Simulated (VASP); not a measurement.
Wanted: the native input for a VASP 6.6.1 run.

| Quantity | Value |
| --- | --- |
| Task | single point |
| Functional | revPBE |
| Potentials or basis | VASP PAW PBE potentials, release 64 (Sn_d) |
| Cutoff | 520 eV |
| k mesh | 10 × 10 × 10 |
| Occupations | fermi-dirac, width 0.05 eV |
| Spin | no spin polarisation |
| Dipole correction | no |
| Further INCAR settings | ALGO = Normal; EDIFF = 1e-06; NBANDS = 13 |

The structure of Sn lies in POSCAR:

```
Sn
1.0
   -2.0291894110      2.0291894110      1.6607599896
    2.0291894110     -2.0291894110      1.6607599896
    2.0291894110      2.0291894110     -1.6607599896
Sn
1
Direct
    0.0000000000      0.0000000000      0.0000000000
```

One way to write it, as run:

INCAR

```
SYSTEM = Sn
PREC     = Accurate       ! precision mode
ENCUT    = 520            ! plane-wave cutoff, eV
EDIFF    = 1E-6           ! SCF threshold, eV
ISMEAR   = -1             ! smearing method
SIGMA    = 0.05           ! smearing width, eV
LREAL    = .FALSE.        ! projectors in reciprocal space
LASPH    = .TRUE.         ! aspherical terms in the spheres
NELM     = 60             ! most SCF steps
ALGO     = Normal         ! electronic algorithm
ISIF     = 2              ! what is computed and relaxed
LWAVE    = .FALSE.        ! write WAVECAR
LCHARG   = .FALSE.        ! write CHGCAR
GGA      = RE             ! functional
NBANDS   = 13             ! bands
```

KPOINTS

```
regular mesh
0
G
  10 10 10
  0 0 0
```

Potentials or basis: VASP PAW PBE potentials, release 64 (Sn_d).

Command:

```sh
$ cat potpaw_PBE.64/Sn_d/POTCAR > POTCAR
$ mpirun -np 1 vasp_std > vasp.out
```

It gave:

* Pressure: 1.9 GPa
* Band gap on the k mesh: zero (band 7 reaches 14.86 eV, above the bottom of band 8 at 6.03 eV)

Caveat: the PAW data sets were made with another functional, which shifts forces and pressure a little; spin-orbit coupling is left out, which moves the levels of the heavy elements.

Wall time 16 s on 1 thread of Intel(R) Xeon(R) Platinum 8559C (Emerald Rapids), on a shared host, peak memory 0.17 GiB.
